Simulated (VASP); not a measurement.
Here is a VASP 6.6.1 calculation.

File INCAR:

```
ALGO     = Normal         # electronic algorithm
EDIFF    = 1E-7           # SCF threshold, eV
EDIFFG   = -0.005         # ionic threshold
ENCUT    = 600            # plane-wave cutoff, eV
GGA      = PE             # functional
IBRION   = 2              # ionic algorithm
ISIF     = 3              # what is computed and relaxed
ISMEAR   = -1             # smearing method
LASPH    = T              # aspherical terms in the spheres
LCHARG   = F              # write CHGCAR
LREAL    = F              # projectors in reciprocal space
LWAVE    = F              # write WAVECAR
NELM     = 80             # most SCF steps
NSW      = 60             # ionic steps
PREC     = Accurate       # precision mode
PSTRESS  = 1600.0       
SIGMA    = 0.08           # smearing width, eV
```

KPOINTS

```
k-points
0
Gamma
  24 24 24
```

Contents of POSCAR:

```
B
1.0
   -1.5743427681      1.5743427681      0.8658885224
    1.5743427681     -1.5743427681      0.8658885224
    1.5743427681      1.5743427681     -0.8658885224
B
2
Direct
   -0.3750000000     -0.1250000000     -0.2500000000
    0.3750000000      0.1250000000      0.2500000000
```

Potentials or basis: VASP PAW PBE potentials, release 64 (B).

Run with:

```bash
$ cat potpaw_PBE.64/B/POTCAR > POTCAR
$ mpirun -np 1 vasp_std > vasp.out
```

Predict the relaxed cell.

a = 2.566 Å, b = 2.566 Å, c = 2.566 Å, α = 95.14°, β = 95.14°, γ = 145.18°.

What does it give for the relaxed volume?

4.61 Å³/atom.

Final structure:
```
B
1.0
    -1.73163    1.73163    0.76792
     1.73163   -1.73163    0.76792
     1.73163    1.73163   -0.76792
B
2
Direct
  0.62500 0.87500 0.75000
  0.37500 0.12500 0.25000
```

Caveat: the cell is relaxed towards a set pressure, so the enthalpy falls and the energy may rise.
